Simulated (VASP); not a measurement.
Wanted: the native input for a VASP 6.6.1 run.

```
Task                   : single point
Functional             : PBEsol
Potentials or basis    : VASP PAW PBE potentials, release 64 (Cu, O)
Cutoff                 : 520 eV
k mesh                 : 4 × 4 × 2
Occupations            : gaussian, width 0.1 eV
Spin                   : collinear spin
Starting moments       : [0.0, 0.0, 0.38, 0.38, 0.0, 0.0] μB
Dipole correction      : no
Further INCAR settings : ALGO = Normal; EDIFF = 1e-06; NBANDS = 36
```

The structure of CuO2 lies in POSCAR:

```
CuO2
1.0
    1.4126150000     -5.2107470000      0.0000000000
    1.4126150000      5.2107470000      0.0000000000
    0.0000000000      0.0000000000      4.3434240000
Cu O
2 4
Direct
    0.8327470000      0.1672530000      0.2500000000
    0.1672530000      0.8327470000      0.7500000000
    0.4485140000      0.5514860000      0.2500000000
    0.5514860000      0.4485140000      0.7500000000
    0.2110300000      0.7889700000      0.2500000000
    0.7889700000      0.2110300000      0.7500000000
```

The input as run:

INCAR

```
SYSTEM = CuO2
  PREC = Accurate
  ENCUT = 520
  EDIFF = 1E-6
  ISMEAR = 0
  SIGMA = 0.1
  LREAL = .False.
  LASPH = .True.
  NELM = 150
  ALGO = Normal
  ISIF = 2
  LWAVE = .False.
  LCHARG = .False.
  ISPIN = 2
  MAGMOM = 0 0 0.38 0.38 0 0
  LORBIT = 11
  LMAXMIX = 4
  GGA = PS
  NBANDS = 36
```

KPOINTS

```
regular mesh
0
Gamma
  4 4 2
  0 0 0
```

Potentials or basis: VASP PAW PBE potentials, release 64 (Cu, O).

The run is started by

```sh
$ cat potpaw_PBE.64/Cu/POTCAR potpaw_PBE.64/O/POTCAR > POTCAR
$ mpirun -np 1 vasp_std > vasp.out
```

It gave:

```json
{
  "Pressure": "-8.1 GPa",
  "Largest force": "0.276 eV/Å",
  "Band gap on the k mesh": "zero (filled and empty bands overlap)",
  "Net moment": "0.00 μB per cell",
  "Valence electrons inside the program's atomic spheres": "Cu 9.95; O 4.79, 4.86"
}
```

Caveat: the k points lie up to 0.72 Å⁻¹ apart; the PAW data sets were made with another functional, which shifts forces and pressure a little; semilocal functionals often make such compounds metallic where correlation or magnetic order opens a gap, which also shifts bond lengths.

Run time: 4.1 min on 1 thread of Intel(R) Xeon(R) Platinum 8375C CPU @ 2.90GHz (Ice Lake), with other jobs on the host, peak memory 0.26 GiB.
